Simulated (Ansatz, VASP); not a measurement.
**Two plane-wave programs on KCl**

```
CELL_PARAMETERS angstrom
3.65807 0.00000 0.00000
0.00000 3.65807 0.00000
0.00000 0.00000 3.65807
ATOMIC_POSITIONS crystal
K 0.00000 0.00000 0.00000
Cl 0.50000 0.50000 0.50000
```

Change from the starting cell: volume scaled by 1.02, PAW files.

Alike in both runs: task electric field gradients; functional PBEsol; k mesh 7 × 7 × 7; occupations fermi-dirac, width 0.02 eV; no spin polarisation.

|  | VASP | Ansatz |
| --- | --- | --- |
| version | VASP 6.6.1 | Ansatz 0.2.0 |
| potentials or method | VASP PAW PBE potentials, release 64 (K_sv, Cl) | PAW with Ansatz's default frozen-core files, scalar-relativistic |
| plane-wave cutoff (eV) | 400 | 420 |
| valence electrons in the cell | 16 | 16 |

Ansatz gave:

```
gap on the k mesh at the Fermi level (eV) : 5.30
pressure (GPa)                            : 1.7
```

Problem. What did VASP give for the same quantities?

Solution. gap on the k mesh at the Fermi level (eV): 5.29; pressure (GPa): 1.8.

VASP's potentials were made for PBE, not for PBEsol.
